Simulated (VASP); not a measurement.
# Y2TiO4 (I4/mmm) in VASP: single point with r2SCAN

Aim: the single point of Y2TiO4 with r2SCAN.

Everything below comes from runs of VASP 6.6.1. Logs are shortened: lines on timing, memory, paths and dates and some standing lists are left out, and cuts for length are marked.

## Step 1: The cell of the first run

Symmetry: I4/mmm, No. 139, tetragonal system. The conventional cell has a = 3.744 Å, b = 3.744 Å, c = 12.285 Å, α = 90.00°, β = 90.00°, γ = 90.00°. Y (site symmetry 4mm) has 9 O at 2.34 to 2.66 Å and 4 Ti at 3.20 Å within 3.2 Å. Ti (site symmetry 4/mmm) has 6 O at 1.87 to 2.00 Å within 2.5 Å. Within 2.8 Å of O (site symmetry mmm) lie 2 Ti at 1.87 Å and 4 Y at 2.59 Å and 8 O at 2.65 to 2.74 Å. Within 2.8 Å of O (site symmetry 4mm) lie 1 Ti at 2.00 Å and 5 Y at 2.34 to 2.66 Å and 4 O at 2.74 Å.

## Step 2: Single point, r2SCAN, collinear spin

Contents of POSCAR:

```
Y2TiO4
1.0
    0.0000000000      3.7439783700      0.0000000000
    3.7439783700      0.0000000000      0.0000000000
    1.8719891800      1.8719891800     -6.1426001800
Y Ti O
2 1 4
Direct
    0.3538000000      0.3538000000      0.2924000000
    0.6462000000      0.6462000000      0.7076000000
    0.0000000000      0.0000000000      0.0000000000
    0.5000000000      0.0000000000      0.0000000000
    0.0000000000      0.5000000000      0.0000000000
    0.1630000000      0.1630000000      0.6740000000
    0.8370000000      0.8370000000      0.3260000000
```

Contents of INCAR.step1:

```
SYSTEM = Y2TiO4
  ALGO = Normal
  EDIFF = 1E-4
  ENCUT = 520
  GGA = PE
  ISMEAR = -5
  ISPIN = 2
  ISYM = 0
  LASPH = .True.
  LCHARG = .False.
  LMAXMIX = 4
  LREAL = .False.
  LWAVE = .True.
  MAGMOM = 0.06 0.06 0.53 -0.01 -0.01 0.02 0.02
  NBANDS = 42
  NELM = 150
  PREC = Accurate
  SIGMA = 0.1
```

Contents of INCAR.step2:

```
SYSTEM = Y2TiO4
  ALGO = Normal
  EDIFF = 1E-6
  ENCUT = 520
  ISIF = 2
  ISMEAR = -5
  ISPIN = 2
  ISTART = 1
  ISYM = 0
  LASPH = .True.
  LCHARG = .False.
  LMAXMIX = 4
  LMIXTAU = .True.
  LORBIT = 11
  LREAL = .False.
  LWAVE = .False.
  MAGMOM = 0.06 0.06 0.53 -0.01 -0.01 0.02 0.02
  METAGGA = R2SCAN
  NBANDS = 42
  NELM = 150
  PREC = Accurate
  SIGMA = 0.1
```

Contents of KPOINTS:

```
k-points
0
Gamma
  5 5 5
  0 0 0
```

Potentials or basis: VASP PAW PBE potentials, release 64 (Y_sv, Ti_sv, O).

On the command line:

```console
$ cat potpaw_PBE.64/Y_sv/POTCAR potpaw_PBE.64/Ti_sv/POTCAR potpaw_PBE.64/O/POTCAR > POTCAR
$ cp INCAR.step1 INCAR
$ mpirun -np 1 vasp_std > vasp.out
$ cp INCAR.step2 INCAR
$ mpirun -np 1 vasp_std > vasp.out
```

OUTCAR:

```text
SYSTEM = Y2TiO4
   EDIFF = 1E-6
   ENCUT = 520
   ISIF = 2
   ISMEAR = -5
   ISPIN = 2
   ISTART = 1
   ISYM = 0
   LASPH = .True.
   LORBIT = 11
   LREAL = .False.
   METAGGA = R2SCAN
   NELM = 150
   PREC = Accurate

 ion  position               nearest neighbor table
   1  0.354  0.354  0.292-   6 2.34   5 2.59   4 2.59   4 2.59   5 2.59   7 2.66   7 2.66   7 2.66
                             7 2.66   3 3.20   3 3.20   3 3.20   3 3.20   2 3.59   2 3.68   2 3.68
   2  0.646  0.646  0.708-   7 2.34   5 2.59   4 2.59   4 2.59   5 2.59   6 2.66   6 2.66   6 2.66
                             6 2.66   3 3.20   3 3.20   3 3.20   3 3.20   1 3.59   1 3.68   1 3.68
   3  0.000  0.000  0.000-   4 1.87   5 1.87   5 1.87   4 1.87   6 2.00   7 2.00   1 3.20   2 3.20
                             1 3.20   2 3.20   1 3.20   2 3.20   2 3.20   1 3.20
   4  0.500  0.000  0.000-   3 1.87   3 1.87   1 2.59   2 2.59   1 2.59   2 2.59
   5  0.000  0.500  0.000-   3 1.87   3 1.87   1 2.59   2 2.59   2 2.59   1 2.59
   6  0.163  0.163  0.674-   3 2.00   1 2.34   2 2.66   2 2.66   2 2.66   2 2.66
   7  0.837  0.837  0.326-   3 2.00   2 2.34   1 2.66   1 2.66   1 2.66   1 2.66

IMPORTANT INFORMATION: All symmetrisations will be switched off!
NOSYMM: (Re-)initialisation of all symmetry stuff for point group C_1.

----------------------------------------------------------------------------------------

                                     Primitive cell

  volume of cell :      86.1031

  direct lattice vectors                    reciprocal lattice vectors
     0.000000000  3.743978370  0.000000000     0.000000000  0.267095560  0.081398754
     3.743978370  0.000000000  0.000000000     0.267095560  0.000000000  0.081398754
     1.871989180  1.871989180 -6.142600180     0.000000000  0.000000000 -0.162797508

  length of vectors
     3.743978370  3.743978370  6.688813344     0.279223558  0.279223558  0.162797508

  position of ions in fractional coordinates (direct lattice)
     0.353800000  0.353800000  0.292400000
     0.646200000  0.646200000  0.707600000
     0.000000000  0.000000000  0.000000000
     0.500000000  0.000000000  0.000000000
     0.000000000  0.500000000  0.000000000
     0.163000000  0.163000000  0.674000000
     0.837000000  0.837000000  0.326000000

  ion indices of the primitive-cell ions
   primitive index   ion index
                 1           1
                 2           2
                 3           3
                 4           4
                 5           5
                 6           6
                 7           7

----------------------------------------------------------------------------------------

 KPOINTS: k-points

Automatic generation of k-mesh.
 Grid dimensions read from file:
 generate k-points for:    5    5    5

 Generating k-lattice:

  Cartesian coordinates                     Fractional coordinates (reciprocal lattice)
     0.000000000  0.053419112  0.016279751     0.200000000  0.000000000  0.000000000
     0.053419112  0.000000000  0.016279751     0.000000000  0.200000000  0.000000000
     0.000000000  0.000000000 -0.032559502     0.000000000  0.000000000  0.200000000

  Length of vectors
     0.055844712  0.055844712  0.032559502

  Shift w.r.t. Gamma in fractional coordinates (k-lattice)
     0.000000000  0.000000000  0.000000000

 TETIRR: Found    372 inequivalent tetrahedra from      750

 Subroutine IBZKPT returns following result:
 ===========================================

 Found     63 irreducible k-points:

 Following reciprocal coordinates:
            Coordinates               Weight
  0.000000  0.000000  0.000000      1.000000
  0.200000  0.000000 -0.000000      2.000000
  0.000000 -0.200000 -0.200000      2.000000
 -0.200000  0.000000 -0.200000      2.000000
  0.000000  0.200000 -0.000000      2.000000
  0.400000  0.000000 -0.000000      2.000000
[... 16 lines left out ...]
  0.200000  0.400000  0.400000      2.000000
  0.400000 -0.200000  0.200000      2.000000
 [... further k-points ...]
   k-points           NKPTS =     63   k-points in BZ     NKDIM =     63   number of bands    NBANDS=     42
   number of dos      NEDOS =    301   number of ions     NIONS =      7
   total plane-waves  NPLWV =  39200
   dimension x,y,z NGX =    28 NGY =   28 NGZ =   50
   dimension x,y,z NGXF=    56 NGYF=   56 NGZF=  100
   ions per type =               2   1   4
   NGX,Y,Z   is equivalent  to a cutoff of  12.43, 12.43, 12.43 a.u.
   NGXF,Y,Z  is equivalent  to a cutoff of  24.87, 24.87, 24.85 a.u.
 SYSTEM =  Y2TiO4
   PREC   = accura    normal or accurate (medium, high low for compatibility)
   ISTART =      1    job   : 0-new  1-cont  2-samecut
   ICHARG =      0    charge: 1-file 2-atom 10-const
   ISPIN  =      2    spin polarized calculation?
   LNONCOLLINEAR =      F non collinear calculations
   LSORBIT =      F    spin-orbit coupling
   LASPH  =      T    aspherical Exc in radial PAW
   ENCUT  =  520.0 eV  38.22 Ry    6.18 a.u.   6.96  6.96 12.44*2*pi/ulx,y,z
   NELM   =    150;   NELMIN=  2; NELMDL=  0     # of ELM steps
   EDIFF  = 0.1E-05   stopping-criterion for ELM
   LREAL  =      F    real-space projection
   EDIFFG = 0.1E-04   stopping-criterion for IOM
   NSW    =      0    number of steps for IOM
   IBRION =     -1    ionic relax: 0-MD 1-quasi-New 2-CG
   NFREE  =      0    steps in history (QN), initial steepest desc. (CG)
   ISIF   =      2    stress and relaxation
   ISYM   =      0    0-nonsym 1-usesym 2-fastsym
   POTIM  = 0.5000    time-step for ionic-motion
   TEBEG  =    0.0;   TEEND  =   0.0 temperature during run
   PSTRESS=    0.0 pullay stress
   NELECT =      58.0000    total number of electrons
   NUPDOWN=      -1.0000    fix difference up-down
   EMIN   =  10.00;   EMAX   =-10.00  energy-range for DOS
   EFERMI =   0.00;   METHOD = LEGACY
   ISMEAR =    -5;   SIGMA  =   0.10  broadening in eV -4-tet -1-fermi 0-gaus
   EFERMI_NEDOS =   21; number of points for ismear=-14 and -15
   IALGO  =     38    algorithm
   IMIX   =      4    mixing-type and parameters
     AMIX     =   0.40;   BMIX     =  1.00
     AMIX_MAG =   1.60;   BMIX_MAG =  1.00
  volume/ion in A,a.u.               =      12.30        83.01
  Fermi-wavevector in a.u.,A,eV,Ry     =   1.435086  2.711919 28.020806  2.059471
  Thomas-Fermi vector in A             =   2.554423
   LORBIT       =     11    0 simple, 1 ext, 2 COOP (PROOUT), +10 PAW based schemes
   METAGGA = R2SCAN    functional components
   LHFCALC =     F    Hartree Fock is set to
   AEXX    =    0.0000 exact exchange contribution
   IVDW    =     0    specifies the selected vdW correction
   LEPSILON=     F    determine dielectric tensor
   LRPA    =     F    only Hartree local field effects (RPA)
 spin polarized calculation
 Fermi weights with tetrahedron method with Bloechl corrections
  energy-cutoff  :      520.00
  volume of cell :       86.10
 maximum number of plane-waves:      2332
   NGX = 13   NGY = 13   NGZ = 25

 number of electron      58.0000024 magnetization       1.1506999

 Free energy of the ion-electron system (eV)
  ---------------------------------------------------
  ext. energy  EPLUGINS =         0.00000000
  ---------------------------------------------------
  free energy    TOTEN  =       -99.37838742 eV

  energy without entropy =      -99.37838742  energy(sigma->0) =      -99.37838742

 E-fermi :   8.4190     XC(G=0): -12.1231

 val. band max:        8.4272005560   @ k =  -0.2000  -0.4000   0.2000
 cond. band min:       8.0832710283   @ k =   0.0000   0.0000   0.0000
 fundamental gap:     -0.3439295278
 Fermi energy:         8.4190013905

 spin component 1

 k-point     1 :       0.0000    0.0000    0.0000
  band No.  band energies     occupation
      1     -52.3186      1.00000
      2     -38.0238      1.00000
      3     -37.9748      1.00000
      4     -27.7845      1.00000
      5     -27.7808      1.00000
      6     -27.6875      1.00000
[... 1045 lines left out ...]
     40      11.7202      0.00000
     41      12.2984      0.00000

 [... further k-points ...]

 spin component 2

 k-point     1 :       0.0000    0.0000    0.0000
  band No.  band energies     occupation
      1     -51.4595      1.00000
      2     -37.9498      1.00000
      3     -37.9015      1.00000
      4     -27.0067      1.00000
      5     -26.9999      1.00000
      6     -26.6910      1.00000
[... 1045 lines left out ...]
     40      11.9815      0.00000
     41      12.4247      0.00000

 [... further k-points ...]

 [bands above 41 left out]

------------------------ aborting loop because EDIFF is reached ----------------------------------------

  FORCE on cell =-STRESS in cart. coord.  units (eV):
  Direction    XX          YY          ZZ          XY          YZ          ZX
  --------------------------------------------------------------------------------------
  -------------------------------------------------------------------------------------
  Total        4.3597570      4.3415392     -0.3776730     -0.0107467     -0.0100591      0.0118228
  in kB       81.1248593     80.7858677     -7.0276094     -0.1999712     -0.1871767      0.2199952
  external PRESSURE =      51.6277059 kB  Pullay stress =       0.0000000 kB

 VOLUME and BASIS-vectors are now :
 -----------------------------------------------------------------------------
  energy-cutoff  :      520.00
  volume of cell :       86.10
      direct lattice vectors                 reciprocal lattice vectors
     0.000000000  3.743978370  0.000000000     0.000000000  0.267095560  0.081398754
     3.743978370  0.000000000  0.000000000     0.267095560  0.000000000  0.081398754
     1.871989180  1.871989180 -6.142600180     0.000000000  0.000000000 -0.162797508

 POSITION                                       TOTAL-FORCE (eV/Angst)
 -----------------------------------------------------------------------------------
      1.87199      1.87199     -1.79610        -0.002522      0.001924     -0.521623
      3.74398      3.74398     -4.34650         0.002519     -0.001925      0.521623
      0.00000      0.00000      0.00000        -0.000106      0.000001     -0.000000
      0.00000      1.87199      0.00000         0.000024      0.000002      0.000000
      1.87199      0.00000      0.00000         0.000088     -0.000000     -0.000000
      1.87199      1.87199     -4.14011         0.002064     -0.001263      2.228130
      3.74398      3.74398     -2.00249        -0.002067      0.001262     -2.228130
 -----------------------------------------------------------------------------------
    total drift:                                0.000001      0.000004     -0.000000

  FREE ENERGIE OF THE ION-ELECTRON SYSTEM (eV)
  ---------------------------------------------------
  free  energy   TOTEN  =       -99.3783874193 eV

  energy  without entropy=      -99.3783874193  energy(sigma->0) =      -99.37838742

 total charge

# of ion       s       p       d       f       tot
--------------------------------------------------
    1        2.121   6.267   0.900   0.080   9.368
    2        2.121   6.267   0.900   0.080   9.368
    3        2.232   6.350   2.099   0.000  10.681
    4        1.575   3.584   0.000   0.000   5.159
    5        1.575   3.584   0.000   0.000   5.159
    6        1.560   3.464   0.000   0.000   5.024
    7        1.560   3.464   0.000   0.000   5.024
--------------------------------------------------
tot         12.743  32.982   3.899   0.160  49.784

 magnetization (x)

# of ion       s       p       d       f       tot
--------------------------------------------------
    1        0.006   0.014   0.104   0.005   0.128
    2        0.006   0.014   0.104   0.005   0.128
    3        0.007   0.007   0.668   0.000   0.682
    4       -0.000  -0.012   0.000   0.000  -0.013
    5       -0.000  -0.012   0.000   0.000  -0.012
    6        0.003   0.008   0.000   0.000   0.011
    7        0.003   0.008   0.000   0.000   0.011
--------------------------------------------------
tot          0.024   0.027   0.876   0.010   0.936
```

Run time: 26 min. Hardware: 1 thread of Oxide Virtual Turin-like, shared host; peak memory 0.46 GiB.

What came out:

```
Free energy                                           : -99.3784 eV
Pressure                                              : 5.2 GPa
Largest force                                         : 2.228 eV/Å
Net moment                                            : 1.15 μB per cell
Site moments                                          : Y +0.13; Ti +0.68; O -0.01, +0.01 (each value once) μB
Valence electrons inside the program's atomic spheres : Y 9.37; Ti 10.68; O 5.16, 5.02 (each value once)
```

Forces on the atoms (eV/Å):
```
Y   -0.003  0.002 -0.522
Y    0.003 -0.002  0.522
Ti   0.000  0.000  0.000
O    0.000  0.000  0.000
O    0.000  0.000  0.000
O    0.002 -0.001  2.228
O   -0.002  0.001 -2.228
```

Stress tensor (GPa, compression positive):
```
 8.11 -0.02  0.02
-0.02  8.08 -0.02
 0.02 -0.02 -0.70
```

Caveat: the stress differs along the axes, from -1 to 8 GPa; the PAW data sets were made with another functional, which shifts forces and pressure a little; semilocal functionals often make such compounds metallic where correlation or magnetic order opens a gap, which also shifts bond lengths; tetrahedron occupations give inexact forces and stress in metals.
